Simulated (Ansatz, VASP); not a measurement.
**Two plane-wave programs on AgCl**

```
Ag Cl
1.0
     0.00000    2.67731    2.67731
     2.67731    0.00000    2.67731
     2.67731    2.67731    0.00000
Ag Cl
1 1
Cartesian
  2.6773 2.7766 2.6773
  0.0000 -0.3020 0.0000
```

Change from the starting cell: mode 5 frozen in at -0.302 Å, equal normal strain along x and y +0.0000.

Alike in both runs: task single point; functional LDA; k mesh 10 × 10 × 10; occupations gaussian, width 0.05 eV; no spin polarisation.

|  | VASP | Ansatz |
| --- | --- | --- |
| version | VASP 6.6.1 | Ansatz 0.2.0 |
| potentials or method | VASP PAW LDA potentials, release 64 (Ag, Cl), cutoff 520 eV | scalar-relativistic, plane waves, PAW |
| valence electrons in the cell | 18 | 26 |

Ansatz gave:

| Item | Value |
| --- | --- |
| gap on the k mesh at the Fermi level (eV) | 0.92 |
| least direct gap on the mesh (eV) | 1.84 |
| pressure (GPa) | 4.7 |
| traceless stress, the component that is largest in VASP (GPa) | 9.68 |
| rms of the force components (eV/Å) | 0.914 |

Question: Estimate VASP's values.

Answer: gap on the k mesh at the Fermi level (eV): 0.95; least direct gap on the mesh (eV): 1.87; pressure (GPa): 4.7; traceless stress, the component that is largest in VASP (GPa): 9.71; rms of the force components (eV/Å): 0.918.

LDA's correlation is that of Perdew and Zunger in VASP and of Perdew and Wang (1992) in Ansatz. Atom by atom the forces differ by 0.004 eV/Å (rms over components). VASP's potentials hold 18 valence electrons a cell and Ansatz's 26, so a difference there can come from the potentials and not from the codes.
